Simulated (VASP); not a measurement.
Wanted: the native input for a VASP 6.6.1 run.

* Task: single point
* Functional: PBE
* Potentials or basis: VASP PAW PBE potentials, release 64 (Ga_d, B, Sb)
* Cutoff: 520 eV
* k mesh: 4 × 4 × 4
* Occupations: gaussian, width 0.1 eV
* Spin: no spin polarisation
* Dipole correction: no
* Further INCAR settings: ALGO = Normal; EDIFF = 1e-07; NBANDS = 35

The structure of Ga3BSb2 lies in POSCAR:

```
Ga3BSb2
1.0
    4.6226150000      0.0000000000      0.0000000000
    0.0000000000      4.6226150000      0.0000000000
    0.0000000000      0.0000000000      6.5829478400
Ga B Sb
3 1 2
Direct
    0.5000000000      0.5000000000      0.0000000000
    0.0000000000      0.0000000000      0.0000000000
    0.5000000000      0.5000000000      0.5000000000
    0.0000000000      0.0000000000      0.5000000000
    0.0000000000      0.5000000000      0.2679100000
    0.5000000000      0.0000000000      0.7320900000
```

The cell was generated, and may not be a known phase.

One way to write it, as run:

INCAR

```
SYSTEM = Ga3BSb2
PREC     = Accurate       ! precision mode
ENCUT    = 520            ! plane-wave cutoff, eV
EDIFF    = 1E-7           ! SCF threshold, eV
ISMEAR   = 0              ! smearing method
SIGMA    = 0.1            ! smearing width, eV
LREAL    = .False.        ! projectors in reciprocal space
LASPH    = .True.         ! aspherical terms in the spheres
NELM     = 100            ! most SCF steps
ALGO     = Normal         ! electronic algorithm
ISIF     = 2              ! what is computed and relaxed
LWAVE    = .False.        ! write WAVECAR
LCHARG   = .True.         ! write CHGCAR
GGA      = PE             ! functional
LELF     = .True.         ! ELF
LVHAR    = .True.       
NBANDS   = 35             ! bands
```

KPOINTS

```
regular mesh
0
Gamma
  4 4 4
  0 0 0
```

Potentials or basis: VASP PAW PBE potentials, release 64 (Ga_d, B, Sb).

Run with:

```sh
$ cat potpaw_PBE.64/Ga_d/POTCAR potpaw_PBE.64/B/POTCAR potpaw_PBE.64/Sb/POTCAR > POTCAR
$ mpirun -np 1 vasp_std > vasp.out
```

Results of the run:

| Item | Value |
| --- | --- |
| Pressure | 1.9 GPa |
| Largest force | 0.717 eV/Å |
| Band gap on the k mesh | zero (bands 26 and 27 overlap by 1.11 eV) |

Caveat: spin-orbit coupling is left out, which moves the levels of the heavy elements.

It took 52 s on 1 thread of Intel(R) Xeon(R) 6975P-C (Granite Rapids), on a shared host, peak memory 0.28 GiB.
